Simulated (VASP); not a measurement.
# CuSb3 (P6_3/mmc) in VASP: further runs, part 2 of 2

VASP 6.6.1.

## (3) Single point, PBE

This run uses another cell than the first one, of 26.35 Å³/atom, 1.078 times its volume.

Input file INCAR:

```
SYSTEM = CuSb3
PREC = Accurate
ENCUT = 520
EDIFF = 1E-6
ISMEAR = 0
SIGMA = 0.1
LREAL = .False.
LASPH = .True.
NELM = 80
ALGO = Normal
ISIF = 2
LWAVE = .False.
LCHARG = .False.
GGA = PE
NBANDS = 36
```

Input file KPOINTS:

```
Automatic mesh
0
Gamma
  3 3 4
  0 0 0
```

Input file POSCAR:

```
CuSb3
1.0
    7.8933555343      0.0000000000      0.0000000000
   -3.9466777671      6.8358464138      0.0000000000
    0.0000000000      0.0000000000      3.9071405073
Cu Sb
2 6
Direct
    0.3333333333      0.6666666667      0.2500000000
    0.6666666667      0.3333333333      0.7500000000
    0.8014793491      0.6029586982      0.2500000000
    0.1985206509      0.8014793491      0.7500000000
    0.3970413018      0.1985206509      0.2500000000
    0.1985206509      0.3970413018      0.7500000000
    0.8014793491      0.1985206509      0.2500000000
    0.6029586982      0.8014793491      0.7500000000
```

Potentials or basis: VASP PAW PBE potentials, release 64 (Cu, Sb).

Started as:

```bash
cat potpaw_PBE.64/Cu/POTCAR potpaw_PBE.64/Sb/POTCAR > POTCAR
mpirun -np 1 vasp_std > vasp.out
```

OUTCAR:

```text
SYSTEM = CuSb3
   PREC = Accurate
   ENCUT = 520
   EDIFF = 1E-6
   ISMEAR = 0
   LREAL = .False.
   LASPH = .True.
   NELM = 80
   ISIF = 2
   GGA = PE

 ion  position               nearest neighbor table
   1  0.333  0.667  0.250-   4 2.69   4 2.69   6 2.69   6 2.69   8 2.69   8 2.69
   2  0.667  0.333  0.750-   7 2.69   7 2.69   3 2.69   3 2.69   5 2.69   5 2.69
   3  0.801  0.603  0.250-   2 2.69   2 2.69   7 3.19   5 3.19   8 3.34   8 3.34   4 3.34   4 3.34

   4  0.199  0.801  0.750-   1 2.69   1 2.69   6 3.19   8 3.19   5 3.34   5 3.34   3 3.34   3 3.34

   5  0.397  0.199  0.250-   2 2.69   2 2.69   7 3.19   3 3.19   6 3.34   6 3.34   4 3.34   4 3.34

   6  0.199  0.397  0.750-   1 2.69   1 2.69   4 3.19   8 3.19   5 3.34   5 3.34   7 3.34   7 3.34

   7  0.801  0.199  0.250-   2 2.69   2 2.69   3 3.19   5 3.19   8 3.34   8 3.34   6 3.34   6 3.34

   8  0.603  0.801  0.750-   1 2.69   1 2.69   4 3.19   6 3.19   3 3.34   3 3.34   7 3.34   7 3.34

  LATTYP: Found a hexagonal cell.
 ALAT       =     7.8933555343
 C/A-ratio  =     0.4949910707

  Lattice vectors:

 A1 = (   7.8933555343,   0.0000000000,   0.0000000000)
 A2 = (  -3.9466777671,   6.8358464138,   0.0000000000)
 A3 = (   0.0000000000,   0.0000000000,   3.9071405073)

Analysis of symmetry for initial positions (statically):
=====================================================================
 Subroutine PRICEL returns:
 Original cell was already a primitive cell.

 Routine SETGRP: Setting up the symmetry group for a
 hexagonal supercell.

 Subroutine GETGRP returns: Found 24 space group operations
 (whereof 12 operations were pure point group operations)
 out of a pool of 24 trial point group operations.

The static configuration has the point symmetry D_3d.
 The point group associated with its full space group is D_6h.

Analysis of symmetry for dynamics (positions and initial velocities):
=====================================================================
 Subroutine PRICEL returns:
 Original cell was already a primitive cell.

 Routine SETGRP: Setting up the symmetry group for a
 hexagonal supercell.

 Subroutine GETGRP returns: Found 24 space group operations
 (whereof 12 operations were pure point group operations)
 out of a pool of 24 trial point group operations.

The dynamic configuration has the point symmetry D_3d.
 The point group associated with its full space group is D_6h.

 Subroutine INISYM returns: Found 24 space group operations
 (whereof 12 operations are pure point group operations),
 and found     1 'primitive' translations

----------------------------------------------------------------------------------------

                                     Primitive cell

  volume of cell :     210.8206

  direct lattice vectors                    reciprocal lattice vectors
     7.893355534  0.000000000  0.000000000     0.126688833  0.073143832  0.000000000
    -3.946677767  6.835846414  0.000000000     0.000000000  0.146287664  0.000000000
     0.000000000  0.000000000  3.907140507     0.000000000  0.000000000  0.255941653

  length of vectors
     7.893355534  7.893355534  3.907140507     0.146287664  0.146287664  0.255941653

  position of ions in fractional coordinates (direct lattice)
     0.333333333  0.666666667  0.250000000
[... 53 lines left out ...]
  0.000000  0.000000  0.500000      1.000000
  0.333333  0.000000  0.500000      6.000000
  0.333333  0.333333  0.500000      2.000000
   k-points           NKPTS =      9   k-points in BZ     NKDIM =      9   number of bands    NBANDS=     36
   number of dos      NEDOS =    301   number of ions     NIONS =      8
   total plane-waves  NPLWV = 108000
   dimension x,y,z NGX =    60 NGY =   60 NGZ =   30
   dimension x,y,z NGXF=   120 NGYF=  120 NGZF=   60
   ions per type =               2   6
   NGX,Y,Z   is equivalent  to a cutoff of  12.64, 12.64, 12.76 a.u.
   NGXF,Y,Z  is equivalent  to a cutoff of  25.27, 25.27, 25.53 a.u.
 SYSTEM =  CuSb3
   PREC   = accura    normal or accurate (medium, high low for compatibility)
   ISTART =      0    job   : 0-new  1-cont  2-samecut
   ICHARG =      2    charge: 1-file 2-atom 10-const
   ISPIN  =      1    spin polarized calculation?
   LNONCOLLINEAR =      F non collinear calculations
   LSORBIT =      F    spin-orbit coupling
   LASPH  =      T    aspherical Exc in radial PAW
   ENCUT  =  520.0 eV  38.22 Ry    6.18 a.u.  14.68 14.68  7.26*2*pi/ulx,y,z
   NELM   =     80;   NELMIN=  2; NELMDL= -5     # of ELM steps
   EDIFF  = 0.1E-05   stopping-criterion for ELM
   LREAL  =      F    real-space projection
   EDIFFG = 0.1E-04   stopping-criterion for IOM
   NSW    =      0    number of steps for IOM
   IBRION =     -1    ionic relax: 0-MD 1-quasi-New 2-CG
   NFREE  =      0    steps in history (QN), initial steepest desc. (CG)
   ISIF   =      2    stress and relaxation
   ISYM   =      2    0-nonsym 1-usesym 2-fastsym
   POTIM  = 0.5000    time-step for ionic-motion
   TEBEG  =    0.0;   TEEND  =   0.0 temperature during run
   PSTRESS=    0.0 pullay stress
   NELECT =      52.0000    total number of electrons
   NUPDOWN=      -1.0000    fix difference up-down
   EMIN   =  10.00;   EMAX   =-10.00  energy-range for DOS
   EFERMI =   0.00;   METHOD = LEGACY
   ISMEAR =     0;   SIGMA  =   0.10  broadening in eV -4-tet -1-fermi 0-gaus
   EFERMI_NEDOS =   21; number of points for ismear=-14 and -15
   IALGO  =     38    algorithm
   IMIX   =      4    mixing-type and parameters
     AMIX     =   0.40;   BMIX     =  1.00
     AMIX_MAG =   1.60;   BMIX_MAG =  1.00
  volume/ion in A,a.u.               =      26.35       177.84
  Fermi-wavevector in a.u.,A,eV,Ry     =   1.026688  1.940158 14.341728  1.054087
  Thomas-Fermi vector in A             =   2.160593
   LORBIT       =      0    0 simple, 1 ext, 2 COOP (PROOUT), +10 PAW based schemes
   GGA     = PE    functional components
   LHFCALC =     F    Hartree Fock is set to
   AEXX    =    0.0000 exact exchange contribution
   IVDW    =     0    specifies the selected vdW correction
   LEPSILON=     F    determine dielectric tensor
   LRPA    =     F    only Hartree local field effects (RPA)
 non-spin polarized calculation
 Gauss-broadening in eV      SIGMA  =   0.10
  energy-cutoff  :      520.00
  volume of cell :      210.82
 maximum number of plane-waves:      5757
 NGX is ok and might be reduce to    60
   NGX = 29   NGY = 29   NGZ = 15

 number of electron      51.9999994 magnetization

 Free energy of the ion-electron system (eV)
  ---------------------------------------------------
  ext. energy  EPLUGINS =         0.00000000
  ---------------------------------------------------
  free energy    TOTEN  =       -30.78112482 eV

  energy without entropy =      -30.76257543  energy(sigma->0) =      -30.77185013

 E-fermi :   6.6832     XC(G=0):  -9.7819

 val. band max:        6.6242290855   @ k =   0.3333   0.0000   0.5000
 cond. band min:       6.8046091393   @ k =   0.3333   0.0000   0.2500
 fundamental gap:      0.1803800538
 Fermi energy:         6.6831945446

 k-point     1 :       0.0000    0.0000    0.0000
  band No.  band energies     occupation
      1      -5.3935      2.00000
      2      -3.4306      2.00000
      3      -2.8582      2.00000
      4      -2.8582      2.00000
      5      -2.0084      2.00000
      6      -2.0084      2.00000
[... 340 lines left out ...]
     35      12.0271      0.00000
     36      12.0638      0.00000

------------------------ aborting loop because EDIFF is reached ----------------------------------------

  FORCE on cell =-STRESS in cart. coord.  units (eV):
  Direction    XX          YY          ZZ          XY          YZ          ZX
  --------------------------------------------------------------------------------------
  -------------------------------------------------------------------------------------
  Total       -0.2685176     -0.2685176     -0.3206001     -0.0000000     -0.0000000      0.0000000
  in kB       -2.0406586     -2.0406586     -2.4364714     -0.0000000     -0.0000000      0.0000000
  external PRESSURE =      -2.1725962 kB  Pullay stress =       0.0000000 kB

 VOLUME and BASIS-vectors are now :
 -----------------------------------------------------------------------------
  energy-cutoff  :      520.00
  volume of cell :      210.82
      direct lattice vectors                 reciprocal lattice vectors
     7.893355534  0.000000000  0.000000000     0.126688833  0.073143832  0.000000000
    -3.946677767  6.835846414  0.000000000     0.000000000  0.146287664  0.000000000
     0.000000000  0.000000000  3.907140507     0.000000000  0.000000000  0.255941653

 POSITION                                       TOTAL-FORCE (eV/Angst)
 -----------------------------------------------------------------------------------
     -0.00000      4.55723      0.97679         0.000000     -0.000000      0.000000
      3.94668      2.27862      2.93036         0.000000     -0.000000      0.000000
      3.94668      4.12173      0.97679         0.000000      0.002515      0.000000
     -1.59619      5.47879      2.93036        -0.002178      0.001257      0.000000
      2.35049      1.35706      0.97679        -0.002178     -0.001257      0.000000
      0.00000      2.71411      2.93036        -0.000000     -0.002515     -0.000000
      5.54286      1.35706      0.97679         0.002178     -0.001257     -0.000000
      1.59619      5.47879      2.93036         0.002178      0.001257     -0.000000
 -----------------------------------------------------------------------------------
    total drift:                               -0.000000      0.000000      0.000000

  FREE ENERGIE OF THE ION-ELECTRON SYSTEM (eV)
  ---------------------------------------------------
  free  energy   TOTEN  =       -30.7811248244 eV

  energy  without entropy=      -30.7625754336  energy(sigma->0) =      -30.77185013
```

Run time: 61 s. Hardware: 1 thread of Intel Xeon Platinum 8488C (Sapphire Rapids), shared host; peak memory 0.33 GiB.

What came out:

| Property | Result |
| --- | --- |
| Free energy | -30.7811 eV |
| Pressure | -0.2 GPa |
| Band gap on the k mesh | zero (band 26 reaches 7.83 eV, above the bottom of band 27 at 6.09 eV) |

Forces on the atoms (eV/Å):
```
Cu   0.000  0.000  0.000
Cu   0.000  0.000  0.000
Sb   0.000  0.003  0.000
Sb  -0.002  0.001  0.000
Sb  -0.002 -0.001  0.000
Sb   0.000 -0.003  0.000
Sb   0.002 -0.001  0.000
Sb   0.002  0.001  0.000
```

Levels at points of the mesh, in eV from the Fermi level:
| k point | band 23 | band 24 | band 25 | band 26 | band 27 | band 28 | band 29 | band 30 |
| --- | --- | --- | --- | --- | --- | --- | --- | --- |
| (0.00, 0.00, 0.00) | -1.21 | -0.99 | 0.43 | 1.14 | 1.14 | 1.21 | 1.21 | 2.43 |
| (0.00, 0.00, 0.50) | -2.77 | -2.77 | 0.91 | 0.91 | 1.05 | 1.05 | 1.05 | 1.05 |

Caveat: the k points lie up to 0.40 Å⁻¹ apart; spin-orbit coupling is left out, which moves the levels of the heavy elements.
